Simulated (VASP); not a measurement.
# TlSbO2 (R-3m) in VASP: notebook

TlSbO2 is run at these levels: r2SCAN, PBE; tasks: single point.

All numbers are computed with VASP 6.6.1; they aren't measurements. Logs are shortened: lines on timing, memory, paths and dates and some standing lists are left out, and cuts for length are marked.

**1. The cell of the first run**

Symmetry: R-3m, No. 166, trigonal system. The conventional cell has a = 3.516 Å, b = 3.516 Å, c = 19.428 Å, α = 90.00°, β = 90.00°, γ = 120.00°. Within 3.9 Å of Tl (site symmetry -3m) lie 6 O at 2.89 Å and 6 Tl at 3.52 Å and 6 Sb at 3.82 Å. Within 3.1 Å of Sb (site symmetry -3m) lie 6 O at 2.35 Å. O (site symmetry 3m) has 3 Sb at 2.35 Å and 3 Tl at 2.89 Å and 3 O at 3.10 Å within 3.2 Å.

**2. Single point, r2SCAN**

File POSCAR:

```
TlSbO2
1.0
    1.7581217933      1.0150520907      6.4759405395
   -1.7581217933      1.0150520907      6.4759405395
    0.0000000000     -2.0301041813      6.4759405395
Tl Sb O
1 1 2
Direct
    1.0000000000      0.0000000000      0.0000000000
    0.5000000000      0.5000000000      0.5000000000
    0.2271237184      0.2271237184      0.2271237184
    0.7728762816      0.7728762816      0.7728762816
```

File INCAR.step1:

```
SYSTEM = TlSbO2
ALGO = Normal ; EDIFF = 1E-4
ENCUT = 520 ; GGA = PE
ISMEAR = -1 ; LASPH = .True.
LCHARG = .False. ; LREAL = .False.
LWAVE = .True. ; NBANDS = 23
NELM = 60 ; PREC = Accurate
SIGMA = 0.02
```

File INCAR.step2:

```
SYSTEM = TlSbO2
ALGO = Normal ; EDIFF = 1E-6
ENCUT = 520 ; ISIF = 2
ISMEAR = -1 ; ISTART = 1
LASPH = .True. ; LCHARG = .False.
LMIXTAU = .True. ; LREAL = .False.
LWAVE = .False. ; METAGGA = R2SCAN
NBANDS = 23 ; NELM = 60
PREC = Accurate ; SIGMA = 0.02
```

File KPOINTS:

```
k-points
0
Gamma
  8 8 8
  0 0 0
```

Potentials or basis: VASP PAW PBE potentials, release 64 (Tl_d, Sb, O).

Launch:

```bash
$ cat potpaw_PBE.64/Tl_d/POTCAR potpaw_PBE.64/Sb/POTCAR potpaw_PBE.64/O/POTCAR > POTCAR
$ cp INCAR.step1 INCAR
$ mpirun -np 1 vasp_std > vasp.out
$ cp INCAR.step2 INCAR
$ mpirun -np 1 vasp_std > vasp.out
```

OUTCAR:

```text
SYSTEM = TlSbO2
   EDIFF = 1E-6
   ENCUT = 520
   ISIF = 2
   ISMEAR = -1
   ISTART = 1
   LASPH = .True.
   LREAL = .False.
   METAGGA = R2SCAN
   NELM = 60
   PREC = Accurate

 ion  position               nearest neighbor table
   1  0.000  0.000  0.000-   4 2.89   4 2.89   3 2.89   3 2.89   4 2.89   3 2.89   2 3.82   2 3.82
                             2 3.82   2 3.82   2 3.82   2 3.82
   2  0.500  0.500  0.500-   3 2.35   3 2.35   4 2.35   4 2.35   3 2.35   4 2.35   1 3.82   1 3.82
                             1 3.82   1 3.82   1 3.82   1 3.82
   3  0.227  0.227  0.227-   2 2.35   2 2.35   2 2.35   1 2.89   1 2.89   1 2.89
   4  0.773  0.773  0.773-   2 2.35   2 2.35   2 2.35   1 2.89   1 2.89   1 2.89

  LATTYP: Found a trigonal (rhomboedric) cell.
 ALAT       =     6.7866876205
 COS(alpha) =     0.8657815588

  Lattice vectors:

 A1 = (   1.7581217933,   1.0150520907,   6.4759405395)
 A2 = (  -1.7581217933,   1.0150520907,   6.4759405395)
 A3 = (   0.0000000000,  -2.0301041813,   6.4759405395)

Analysis of symmetry for initial positions (statically):
=====================================================================
 Subroutine PRICEL returns:
 Original cell was already a primitive cell.

 Routine SETGRP: Setting up the symmetry group for a
 trigonal (rhombohedral) supercell.

 Subroutine GETGRP returns: Found 12 space group operations
 (whereof 12 operations were pure point group operations)
 out of a pool of 12 trial point group operations.

The static configuration has the point symmetry D_3d.

Analysis of symmetry for dynamics (positions and initial velocities):
=====================================================================
 Subroutine PRICEL returns:
 Original cell was already a primitive cell.

 Routine SETGRP: Setting up the symmetry group for a
 trigonal (rhombohedral) supercell.

 Subroutine GETGRP returns: Found 12 space group operations
 (whereof 12 operations were pure point group operations)
 out of a pool of 12 trial point group operations.

The dynamic configuration has the point symmetry D_3d.

 Subroutine INISYM returns: Found 12 space group operations
 (whereof 12 operations are pure point group operations),
 and found     1 'primitive' translations

----------------------------------------------------------------------------------------

                                     Primitive cell

  volume of cell :      69.3412

  direct lattice vectors                    reciprocal lattice vectors
     1.758121793  1.015052091  6.475940539     0.284394404  0.164195186  0.051472575
    -1.758121793  1.015052091  6.475940539    -0.284394404  0.164195186  0.051472575
     0.000000000 -2.030104181  6.475940539     0.000000000 -0.328390372  0.051472575

  length of vectors
     6.786687620  6.786687620  6.786687620     0.332399853  0.332399853  0.332399853

  position of ions in fractional coordinates (direct lattice)
     0.000000000  0.000000000  0.000000000
     0.500000000  0.500000000  0.500000000
     0.227123718  0.227123718  0.227123718
     0.772876282  0.772876282  0.772876282

  ion indices of the primitive-cell ions
   primitive index   ion index
                 1           1
                 2           2
                 3           3
                 4           4

----------------------------------------------------------------------------------------

 KPOINTS: k-points

Automatic generation of k-mesh.
 Grid dimensions read from file:
 generate k-points for:    8    8    8

 Generating k-lattice:

  Cartesian coordinates                     Fractional coordinates (reciprocal lattice)
     0.035549301  0.020524398  0.006434072     0.125000000 -0.000000000  0.000000000
    -0.035549301  0.020524398  0.006434072    -0.000000000  0.125000000  0.000000000
     0.000000000 -0.041048796  0.006434072     0.000000000  0.000000000  0.125000000

  Length of vectors
     0.041549982  0.041549982  0.041549982

  Shift w.r.t. Gamma in fractional coordinates (k-lattice)
     0.000000000  0.000000000  0.000000000

 Subroutine IBZKPT returns following result:
 ===========================================

 Found     65 irreducible k-points:

 Following reciprocal coordinates:
            Coordinates               Weight
  0.000000  0.000000  0.000000      1.000000
  0.125000 -0.000000  0.000000      6.000000
  0.250000 -0.000000  0.000000      6.000000
  0.375000  0.000000  0.000000      6.000000
  0.500000 -0.000000  0.000000      3.000000
  0.125000  0.125000  0.000000      6.000000
[... 16 lines left out ...]
  0.250000  0.125000  0.125000      6.000000
  0.375000  0.125000  0.125000      6.000000
 [... further k-points ...]
   k-points           NKPTS =     65   k-points in BZ     NKDIM =     65   number of bands    NBANDS=     23
   number of dos      NEDOS =    301   number of ions     NIONS =      4
   total plane-waves  NPLWV = 125000
   dimension x,y,z NGX =    50 NGY =   50 NGZ =   50
   dimension x,y,z NGXF=   100 NGYF=  100 NGZF=  100
   ions per type =               1   1   2
   NGX,Y,Z   is equivalent  to a cutoff of  12.25, 12.25, 12.25 a.u.
   NGXF,Y,Z  is equivalent  to a cutoff of  24.50, 24.50, 24.50 a.u.
 SYSTEM =  TlSbO2
   PREC   = accura    normal or accurate (medium, high low for compatibility)
   ISTART =      1    job   : 0-new  1-cont  2-samecut
   ICHARG =      0    charge: 1-file 2-atom 10-const
   ISPIN  =      1    spin polarized calculation?
   LNONCOLLINEAR =      F non collinear calculations
   LSORBIT =      F    spin-orbit coupling
   LASPH  =      T    aspherical Exc in radial PAW
   ENCUT  =  520.0 eV  38.22 Ry    6.18 a.u.  12.62 12.62 12.62*2*pi/ulx,y,z
   NELM   =     60;   NELMIN=  2; NELMDL=  0     # of ELM steps
   EDIFF  = 0.1E-05   stopping-criterion for ELM
   LREAL  =      F    real-space projection
   EDIFFG = 0.1E-04   stopping-criterion for IOM
   NSW    =      0    number of steps for IOM
   IBRION =     -1    ionic relax: 0-MD 1-quasi-New 2-CG
   NFREE  =      0    steps in history (QN), initial steepest desc. (CG)
   ISIF   =      2    stress and relaxation
   ISYM   =      2    0-nonsym 1-usesym 2-fastsym
   POTIM  = 0.5000    time-step for ionic-motion
   TEBEG  =    0.0;   TEEND  =   0.0 temperature during run
   PSTRESS=    0.0 pullay stress
   NELECT =      30.0000    total number of electrons
   NUPDOWN=      -1.0000    fix difference up-down
   EMIN   =  10.00;   EMAX   =-10.00  energy-range for DOS
   EFERMI =   0.00;   METHOD = LEGACY
   ISMEAR =    -1;   SIGMA  =   0.02  broadening in eV -4-tet -1-fermi 0-gaus
   EFERMI_NEDOS =   21; number of points for ismear=-14 and -15
   IALGO  =     38    algorithm
   IMIX   =      4    mixing-type and parameters
     AMIX     =   0.40;   BMIX     =  1.00
     AMIX_MAG =   1.60;   BMIX_MAG =  1.00
  volume/ion in A,a.u.               =      17.34       116.98
  Fermi-wavevector in a.u.,A,eV,Ry     =   1.238183  2.339826 20.859048  1.533097
  Thomas-Fermi vector in A             =   2.372719
   LORBIT       =      0    0 simple, 1 ext, 2 COOP (PROOUT), +10 PAW based schemes
   METAGGA = R2SCAN    functional components
   LHFCALC =     F    Hartree Fock is set to
   AEXX    =    0.0000 exact exchange contribution
   IVDW    =     0    specifies the selected vdW correction
   LEPSILON=     F    determine dielectric tensor
   LRPA    =     F    only Hartree local field effects (RPA)
 non-spin polarized calculation
  energy-cutoff  :      520.00
  volume of cell :       69.34
 maximum number of plane-waves:      1902
   NGX = 25   NGY = 25   NGZ = 25

 number of electron      30.0000001 magnetization

 Free energy of the ion-electron system (eV)
  ---------------------------------------------------
  ext. energy  EPLUGINS =         0.00000000
  ---------------------------------------------------
  free energy    TOTEN  =       -94.06081741 eV

  energy without entropy =      -94.05979150  energy(sigma->0) =      -94.06030446

 E-fermi :   6.6928     XC(G=0): -10.9565

 val. band max:        6.6681723037   @ k =  -0.3750   0.3750   0.0000
 cond. band min:       6.7085242377   @ k =  -0.3750  -0.3750   0.1250
 fundamental gap:      0.0403519340
 Fermi energy:         6.6928497665

 k-point     1 :       0.0000    0.0000    0.0000
  band No.  band energies     occupation
      1     -13.4283      2.00000
      2     -12.3603      2.00000
      3      -5.2735      2.00000
      4      -5.2447      2.00000
      5      -5.2447      2.00000
      6      -4.9109      2.00000
[... 15 lines left out ...]
     22      17.2805      0.00000
     23      17.9378      0.00000

 k-point     2 :       0.1250   -0.0000    0.0000
  band No.  band energies     occupation
      1     -13.3267      2.00000
      2     -12.3259      2.00000
      3      -5.2777      2.00000
      4      -5.2063      2.00000
      5      -5.1885      2.00000
      6      -4.9411      2.00000
[... 15 lines left out ...]
     22      16.1374      0.00000
     23      17.3164      0.00000

 k-point     3 :       0.2500   -0.0000    0.0000
  band No.  band energies     occupation
      1     -13.0570      2.00000
      2     -12.2515      2.00000
      3      -5.3426      2.00000
      4      -5.0791      2.00000
      5      -5.0501      2.00000
      6      -5.0134      2.00000
[... 15 lines left out ...]
     22      15.0651      0.00000
     23      17.5472      0.00000

 k-point     4 :       0.3750    0.0000    0.0000
  band No.  band energies     occupation
      1     -12.7291      2.00000
      2     -12.2104      2.00000
      3      -5.4064      2.00000
      4      -5.1109      2.00000
      5      -4.9714      2.00000
      6      -4.9489      2.00000
[... 15 lines left out ...]
     22      14.7368      0.00000
     23      17.5488      0.00000

 k-point     5 :       0.5000   -0.0000    0.0000
  band No.  band energies     occupation
      1     -12.5496      2.00000
      2     -12.2285      2.00000
      3      -5.4317      2.00000
      4      -5.1416      2.00000
      5      -4.9794      2.00000
      6      -4.9080      2.00000
[... 434 lines left out ...]
 k-point    22 :       0.1250    0.1250    0.1250
  band No.  band energies     occupation
      1     -13.4237      2.00000
      2     -12.3668      2.00000
      3      -5.2731      2.00000
      4      -5.2448      2.00000
      5      -5.2448      2.00000
      6      -4.9108      2.00000
[... 15 lines left out ...]
     22      17.3022      0.00000
     23      18.0636      0.00000

 k-point    23 :       0.2500    0.1250    0.1250
  band No.  band energies     occupation
      1     -13.3203      2.00000
      2     -12.3344      2.00000
      3      -5.2792      2.00000
      4      -5.2053      2.00000
      5      -5.1885      2.00000
      6      -4.9435      2.00000
[... 15 lines left out ...]
     22      15.9923      0.00000
     23      17.6443      0.00000

 k-point    24 :       0.3750    0.1250    0.1250
  band No.  band energies     occupation
      1     -13.0526      2.00000
      2     -12.2564      2.00000
      3      -5.3463      2.00000
      4      -5.0781      2.00000
      5      -5.0501      2.00000
      6      -5.0208      2.00000
[... 15 lines left out ...]
     22      14.7576      0.00000
     23      18.3725      0.00000

 [... further k-points ...]
[... 5 lines left out ...]
  --------------------------------------------------------------------------------------
  -------------------------------------------------------------------------------------
  Total       -0.2678785     -0.2678785     -0.1839937      0.0000000     -0.0000000      0.0000000
  in kB       -6.1895216     -6.1895216     -4.2513043      0.0000000     -0.0000000      0.0000000
  external PRESSURE =      -5.5434492 kB  Pullay stress =       0.0000000 kB

 VOLUME and BASIS-vectors are now :
 -----------------------------------------------------------------------------
  energy-cutoff  :      520.00
  volume of cell :       69.34
      direct lattice vectors                 reciprocal lattice vectors
     1.758121793  1.015052091  6.475940539     0.284394404  0.164195186  0.051472575
    -1.758121793  1.015052091  6.475940539    -0.284394404  0.164195186  0.051472575
     0.000000000 -2.030104181  6.475940539     0.000000000 -0.328390372  0.051472575

 POSITION                                       TOTAL-FORCE (eV/Angst)
 -----------------------------------------------------------------------------------
      0.00000      0.00000      0.00000        -0.000000      0.000000     -0.000000
      0.00000      0.00000      9.71391         0.000000     -0.000000     -0.000000
      0.00000      0.00000      4.41252        -0.000000     -0.000000     -0.050749
      0.00000      0.00000     15.01530        -0.000000      0.000000      0.050749
 -----------------------------------------------------------------------------------
    total drift:                                0.000000     -0.000000      0.000000

  FREE ENERGIE OF THE ION-ELECTRON SYSTEM (eV)
  ---------------------------------------------------
  free  energy   TOTEN  =       -94.0608174146 eV

  energy  without entropy=      -94.0597915037  energy(sigma->0) =      -94.06030446
```

It took 23 min on 1 thread of Oxide Virtual Turin-like, shared host; peak memory 0.43 GiB.

Results:

```yaml
Free_energy: -94.0608 eV
Pressure: -0.6 GPa
Largest_force: 0.051 eV/Å
Band_gap_on_the_k_mesh: zero (bands 15 and 16 overlap by 0.08 eV)
```

Forces on the atoms (eV/Å):
```
Tl   0.000  0.000  0.000
Sb   0.000  0.000  0.000
O    0.000  0.000 -0.051
O    0.000  0.000  0.051
```

Levels at points of the mesh, in eV from the Fermi level:
```csv
k point,band 11,band 12,band 13,band 14,band 15,band 16,band 17,band 18,band 19,band 20
"(0.00, 0.00, 0.00)",-3.54,-3.51,-3.26,-3.26,-0.54,-0.11,4.66,4.66,6.26,9.87
"(0.50, 0.00, 0.00)",-4.84,-3.83,-3.22,-2.65,-0.99,0.88,2.35,4.93,5.27,5.89
"(0.50, 0.50, 0.00)",-4.66,-4.31,-3.06,-2.84,-0.50,0.13,3.18,4.85,5.49,6.06
"(0.50, 0.50, 0.50)",-3.50,-3.32,-3.32,-2.68,-1.82,1.10,4.55,4.85,4.85,9.06
```

Caveat: the PAW data sets were made with another functional, which shifts forces and pressure a little; spin-orbit coupling is left out, which moves the levels of the heavy elements.

(Part 1 of 2 ends here.)
